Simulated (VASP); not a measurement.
# Gd (Im-3m) in VASP: a series of runs

Runs on Gd. Level: PBEsol. Tasks: single point.

Program: VASP 6.6.1. These are calculated values, not measurements. Logs are shortened: lines on timing, memory, paths and dates and some standing lists are left out, and cuts for length are marked.

### Step 1. The cell of the first run

The structure is cubic, space group Im-3m (No. 229). The conventional cell has a = 4.050 Å, b = 4.050 Å, c = 4.050 Å, α = 90.00°, β = 90.00°, γ = 90.00°. Gd (site symmetry m-3m) has 14 Gd at 3.51 to 4.05 Å within 4.6 Å.

### Step 2. Single point, PBEsol, collinear spin, ferromagnetic start

File INCAR:

```
PREC = Accurate
ENCUT = 520
EDIFF = 1E-6
ISMEAR = -1
SIGMA = 0.05
LREAL = False
LASPH = True
NELM = 150
ALGO = Normal
ISIF = 2
LWAVE = False
LCHARG = False
ISPIN = 2
MAGMOM = 7
LORBIT = 11
LMAXMIX = 6
GGA = PS
NBANDS = 19
```

File KPOINTS:

```
regular mesh
0
Gamma
  9 9 9
```

File POSCAR:

```
Gd
1.0
   -2.0250000000      2.0250000000      2.0250000000
    2.0250000000     -2.0250000000      2.0250000000
    2.0250000000      2.0250000000     -2.0250000000
Gd
1
Direct
    0.0000000000      0.0000000000      0.0000000000
```

Potentials or basis: VASP PAW PBE potentials, release 64 (Gd).

Command:

```sh
cat potpaw_PBE.64/Gd/POTCAR > POTCAR
mpirun -np 1 vasp_std > vasp.out
```

OUTCAR:

```text
PREC = Accurate
   ENCUT = 520
   EDIFF = 1E-6
   ISMEAR = -1
   LREAL = False
   LASPH = True
   NELM = 150
   ISIF = 2
   ISPIN = 2
   LORBIT = 11
   GGA = PS

 ion  position               nearest neighbor table
   1  0.000  0.000  0.000-

  LATTYP: Found a body centered cubic cell.
 ALAT       =     4.0500000000

  Lattice vectors:

 A1 = (  -2.0250000000,   2.0250000000,   2.0250000000)
 A2 = (   2.0250000000,  -2.0250000000,   2.0250000000)
 A3 = (   2.0250000000,   2.0250000000,  -2.0250000000)

Analysis of symmetry for initial positions (statically):
=====================================================================
 Subroutine PRICEL returns:
 Original cell was already a primitive cell.

 Routine SETGRP: Setting up the symmetry group for a
 body centered cubic supercell.

 Subroutine GETGRP returns: Found 48 space group operations
 (whereof 48 operations were pure point group operations)
 out of a pool of 48 trial point group operations.

The static configuration has the point symmetry O_h .

Analysis of symmetry for dynamics (positions and initial velocities):
=====================================================================
 Subroutine PRICEL returns:
 Original cell was already a primitive cell.

 Routine SETGRP: Setting up the symmetry group for a
 body centered cubic supercell.

 Subroutine GETGRP returns: Found 48 space group operations
 (whereof 48 operations were pure point group operations)
 out of a pool of 48 trial point group operations.

The dynamic configuration has the point symmetry O_h .

Analysis of structural, dynamic, and magnetic symmetry:
=====================================================================
 Subroutine PRICEL returns:
 Original cell was already a primitive cell.

 Routine SETGRP: Setting up the symmetry group for a
 body centered cubic supercell.

 Subroutine GETGRP returns: Found 48 space group operations
 (whereof 48 operations were pure point group operations)
 out of a pool of 48 trial point group operations.

The overall configuration has the point symmetry O_h .

 Subroutine INISYM returns: Found 48 space group operations
 (whereof 48 operations are pure point group operations),
 and found     1 'primitive' translations

----------------------------------------------------------------------------------------

                                     Primitive cell

  volume of cell :      33.2151

  direct lattice vectors                    reciprocal lattice vectors
    -2.025000000  2.025000000  2.025000000     0.000000000  0.246913580  0.246913580
     2.025000000 -2.025000000  2.025000000     0.246913580  0.000000000  0.246913580
     2.025000000  2.025000000 -2.025000000     0.246913580  0.246913580  0.000000000

  length of vectors
     3.507402885  3.507402885  3.507402885     0.349188534  0.349188534  0.349188534

  position of ions in fractional coordinates (direct lattice)
     0.000000000  0.000000000  0.000000000

  ion indices of the primitive-cell ions
   primitive index   ion index
                 1           1

----------------------------------------------------------------------------------------

 KPOINTS: regular mesh

Automatic generation of k-mesh.
 Grid dimensions read from file:
 generate k-points for:    9    9    9

 Generating k-lattice:

  Cartesian coordinates                     Fractional coordinates (reciprocal lattice)
     0.000000000  0.027434842  0.027434842     0.111111111  0.000000000  0.000000000
     0.027434842  0.000000000  0.027434842     0.000000000  0.111111111  0.000000000
     0.027434842  0.027434842  0.000000000     0.000000000  0.000000000  0.111111111

  Length of vectors
     0.038798726  0.038798726  0.038798726

  Shift w.r.t. Gamma in fractional coordinates (k-lattice)
     0.000000000  0.000000000  0.000000000

 Subroutine IBZKPT returns following result:
 ===========================================

 Found     35 irreducible k-points:

 Following reciprocal coordinates:
            Coordinates               Weight
  0.000000  0.000000  0.000000      1.000000
  0.111111  0.000000  0.000000     12.000000
  0.222222  0.000000  0.000000     12.000000
  0.333333  0.000000  0.000000     12.000000
  0.444444  0.000000  0.000000     12.000000
  0.111111  0.111111  0.000000     24.000000
[... 16 lines left out ...]
 -0.333333  0.444444  0.111111     48.000000
 -0.444444 -0.444444  0.111111     24.000000
 [... further k-points ...]
   k-points           NKPTS =     35   k-points in BZ     NKDIM =     35   number of bands    NBANDS=     19
   number of dos      NEDOS =    301   number of ions     NIONS =      1
   total plane-waves  NPLWV =  21952
   dimension x,y,z NGX =    28 NGY =   28 NGZ =   28
   dimension x,y,z NGXF=    56 NGYF=   56 NGZF=   56
   ions per type =               1
   NGX,Y,Z   is equivalent  to a cutoff of  13.27, 13.27, 13.27 a.u.
   NGXF,Y,Z  is equivalent  to a cutoff of  26.54, 26.54, 26.54 a.u.
 SYSTEM =  unknown system
   PREC   = accura    normal or accurate (medium, high low for compatibility)
   ISTART =      0    job   : 0-new  1-cont  2-samecut
   ICHARG =      2    charge: 1-file 2-atom 10-const
   ISPIN  =      2    spin polarized calculation?
   LNONCOLLINEAR =      F non collinear calculations
   LSORBIT =      F    spin-orbit coupling
   LASPH  =      T    aspherical Exc in radial PAW
   ENCUT  =  520.0 eV  38.22 Ry    6.18 a.u.   6.52  6.52  6.52*2*pi/ulx,y,z
   NELM   =    150;   NELMIN=  2; NELMDL= -5     # of ELM steps
   EDIFF  = 0.1E-05   stopping-criterion for ELM
   LREAL  =      F    real-space projection
   EDIFFG = 0.1E-04   stopping-criterion for IOM
   NSW    =      0    number of steps for IOM
   IBRION =     -1    ionic relax: 0-MD 1-quasi-New 2-CG
   NFREE  =      0    steps in history (QN), initial steepest desc. (CG)
   ISIF   =      2    stress and relaxation
   ISYM   =      2    0-nonsym 1-usesym 2-fastsym
   POTIM  = 0.5000    time-step for ionic-motion
   TEBEG  =    0.0;   TEEND  =   0.0 temperature during run
   PSTRESS=    0.0 pullay stress
   NELECT =      18.0000    total number of electrons
   NUPDOWN=      -1.0000    fix difference up-down
   EMIN   =  10.00;   EMAX   =-10.00  energy-range for DOS
   EFERMI =   0.00;   METHOD = LEGACY
   ISMEAR =    -1;   SIGMA  =   0.05  broadening in eV -4-tet -1-fermi 0-gaus
   EFERMI_NEDOS =   21; number of points for ismear=-14 and -15
   IALGO  =     38    algorithm
   IMIX   =      4    mixing-type and parameters
     AMIX     =   0.40;   BMIX     =  1.00
     AMIX_MAG =   1.60;   BMIX_MAG =  1.00
  volume/ion in A,a.u.               =      33.22       224.15
  Fermi-wavevector in a.u.,A,eV,Ry     =   1.334711  2.522238 24.238153  1.781454
  Thomas-Fermi vector in A             =   2.463472
   LORBIT       =     11    0 simple, 1 ext, 2 COOP (PROOUT), +10 PAW based schemes
   GGA     = PS    functional components
   LHFCALC =     F    Hartree Fock is set to
   AEXX    =    0.0000 exact exchange contribution
   IVDW    =     0    specifies the selected vdW correction
   LEPSILON=     F    determine dielectric tensor
   LRPA    =     F    only Hartree local field effects (RPA)
 spin polarized calculation
  energy-cutoff  :      520.00
  volume of cell :       33.22
 maximum number of plane-waves:       935
 NGX is ok and might be reduce to    28
   NGX = 13   NGY = 13   NGZ = 13

 number of electron      18.0000009 magnetization       7.6061376

 Free energy of the ion-electron system (eV)
  ---------------------------------------------------
  ext. energy  EPLUGINS =         0.00000000
  ---------------------------------------------------
  free energy    TOTEN  =       -11.94212993 eV

  energy without entropy =      -11.92665774  energy(sigma->0) =      -11.93439383

 E-fermi :   2.8289     XC(G=0): -10.0924

 val. band max:        2.8103376471   @ k =  -0.3333  -0.4444   0.1111
 cond. band min:       2.8401962498   @ k =  -0.4444   0.4444   0.2222
 fundamental gap:      0.0298586027
 Fermi energy:         2.8288592166

 spin component 1

 k-point     1 :       0.0000    0.0000    0.0000
  band No.  band energies     occupation
      1     -42.4413      1.00000
      2     -19.4735      1.00000
      3     -19.4735      1.00000
      4     -19.4735      1.00000
      5      -2.2557      1.00000
      6      -2.0183      1.00000
[... 11 lines left out ...]
     18      13.2346      0.00000
     19      13.2346      0.00000

 k-point     2 :       0.1111    0.0000    0.0000
  band No.  band energies     occupation
      1     -42.4335      1.00000
      2     -19.5603      1.00000
      3     -19.5006      1.00000
      4     -19.4739      1.00000
      5      -2.0139      1.00000
      6      -2.0100      1.00000
[... 476 lines left out ...]
 k-point    24 :      -0.4444   -0.4444    0.1111
  band No.  band energies     occupation
      1     -42.3626      1.00000
      2     -20.0978      1.00000
      3     -19.8051      1.00000
      4     -19.5847      1.00000
      5      -2.0057      1.00000
      6      -1.9893      1.00000
[... 11 lines left out ...]
     18      10.4078      0.00000
     19      12.8807      0.00000

 [... further k-points ...]

 spin component 2

 k-point     1 :       0.0000    0.0000    0.0000
  band No.  band energies     occupation
      1     -39.2264      1.00000
      2     -17.0513      1.00000
      3     -17.0513      1.00000
      4     -17.0513      1.00000
      5      -1.3901      1.00000
      6       3.1590      0.00136
[... 11 lines left out ...]
     18      14.1543      0.00000
     19      14.1543      0.00000

 k-point     2 :       0.1111    0.0000    0.0000
  band No.  band energies     occupation
      1     -39.2167      1.00000
      2     -17.1581      1.00000
      3     -17.0834      1.00000
      4     -17.0522      1.00000
      5      -1.0262      1.00000
      6       3.1409      0.00194
[... 476 lines left out ...]
 k-point    24 :      -0.4444   -0.4444    0.1111
  band No.  band energies     occupation
      1     -39.1279      1.00000
      2     -17.8049      1.00000
      3     -17.4474      1.00000
      4     -17.1854      1.00000
      5       2.0465      1.00000
      6       3.0900      0.00536
[... 11 lines left out ...]
     18      11.8400      0.00000
     19      14.1789      0.00000

 [... further k-points ...]
[... 5 lines left out ...]
  --------------------------------------------------------------------------------------
  -------------------------------------------------------------------------------------
  Total       -0.4838507     -0.4838507     -0.4838507     -0.0000000      0.0000000      0.0000000
  in kB      -23.3392504    -23.3392504    -23.3392504     -0.0000000      0.0000000      0.0000000
  external PRESSURE =     -23.3392504 kB  Pullay stress =       0.0000000 kB

 VOLUME and BASIS-vectors are now :
 -----------------------------------------------------------------------------
  energy-cutoff  :      520.00
  volume of cell :       33.22
      direct lattice vectors                 reciprocal lattice vectors
    -2.025000000  2.025000000  2.025000000     0.000000000  0.246913580  0.246913580
     2.025000000 -2.025000000  2.025000000     0.246913580  0.000000000  0.246913580
     2.025000000  2.025000000 -2.025000000     0.246913580  0.246913580  0.000000000

 POSITION                                       TOTAL-FORCE (eV/Angst)
 -----------------------------------------------------------------------------------
      0.00000      0.00000      0.00000         0.000000      0.000000      0.000000
 -----------------------------------------------------------------------------------
    total drift:                               -0.000000     -0.000000     -0.000000

  FREE ENERGIE OF THE ION-ELECTRON SYSTEM (eV)
  ---------------------------------------------------
  free  energy   TOTEN  =       -11.9421299265 eV

  energy  without entropy=      -11.9266577399  energy(sigma->0) =      -11.93439383

 total charge

# of ion       s       p       d       f       tot
--------------------------------------------------
    1        2.071   5.543   0.582   6.985  15.181

 magnetization (x)

# of ion       s       p       d       f       tot
--------------------------------------------------
    1        0.002  -0.050   0.235   6.812   7.000
```

Run time: 46 s. Hardware: 1 thread of Intel Xeon 6975P-C (Granite Rapids), shared host; peak memory 0.2 GiB.

Results:

```yaml
Free_energy: -11.9421 eV
Pressure: -2.3 GPa
Net_moment: 7.61 μB per cell
Site_moments: Gd +7.00 μB
Valence_electrons_inside_the_program's_atomic_spheres: Gd 15.18
```

Caveat: the PAW data sets were made with another functional, which shifts forces and pressure a little; spin-orbit coupling is left out, which moves the levels of the heavy elements. The state reached can hang on the start; a lower one may exist.

(Continued in part 2 of 2.)
